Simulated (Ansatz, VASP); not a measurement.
# MgO: VASP beside Ansatz

File POSCAR:

```
MgO
1.0
    0.0000000000      2.2820056620      2.2820056620
    2.2820056620      0.0000000000      2.2820056620
    2.2820056620      2.2820056620      0.0000000000
Mg O
1 1
Direct
    0.0000000000      0.0000000000      0.0000000000
    0.2500000000      0.2500000000      0.2500000000
```

The input INCAR.step1:

```
SYSTEM = MgO
  PREC = Accurate
  ENCUT = 520
  ISMEAR = 0
  SIGMA = 0.01
  LREAL = .FALSE.
  LASPH = .TRUE.
  NELM = 60
  NBANDS = 11
  GGA = PE
  ALGO = Normal
  EDIFF = 1E-4
  LWAVE = .TRUE.
  LCHARG = .FALSE.
```

File INCAR.step2:

```
SYSTEM = MgO
  PREC = Accurate
  ENCUT = 520
  EDIFF = 1E-6
  ISMEAR = 0
  SIGMA = 0.01
  LREAL = .FALSE.
  LASPH = .TRUE.
  NELM = 60
  ALGO = Normal
  ISIF = 2
  LWAVE = .FALSE.
  LCHARG = .TRUE.
  METAGGA = R2SCAN
  LMIXTAU = .TRUE.
  LELF = .TRUE.
  LVHAR = .TRUE.
  NBANDS = 11
  ISTART = 1
```

File KPOINTS:

```
Automatic mesh
0
G
  8 8 8
  0 0 0
```

Input for Ansatz:

```yaml
crystal:
  lattice:
    - [0.0, 2.282005662, 2.282005662]
    - [2.282005662, 0.0, 2.282005662]
    - [2.282005662, 2.282005662, 0.0]
  atoms:
    - { symbol: Mg, position: [0.0, 0.0, 0.0] }
    - { symbol: O, position: [0.25, 0.25, 0.25] }
kpoints:
  mp_grid: { grid: [8, 8, 8] }
hamiltonian:
  xc: r2scan
scf:
  occupations: { method: fixed }
output:
  optics:
    e_range: [0, 17]
    de: 0.05
    sigma: 0.1
    bands: { spectra_wanted_up_to: 17 }
```

Alike in both runs: task single point; functional r2SCAN; k mesh 8 × 8 × 8; no spin polarisation.

```csv
,VASP,Ansatz
version,VASP 6.6.1,Ansatz 0.2.0
potentials or method,"VASP PAW PBE potentials, release 64 (Mg, O)","plane waves, PAW"
plane-wave cutoff (eV),520,500
occupations,"gaussian, width 0.01 eV",fixed
valence electrons in the cell,8,16
```

|  | VASP | Ansatz | Ansatz less VASP |
| --- | --- | --- | --- |
| gap on the k mesh at the Fermi level (eV) | 4.32 | 4.34 | +0.014 |

VASP's potentials were made for PBE, not for r2SCAN. VASP's potentials hold 8 valence electrons a cell and Ansatz's 16, so a difference there can come from the potentials and not from the codes.
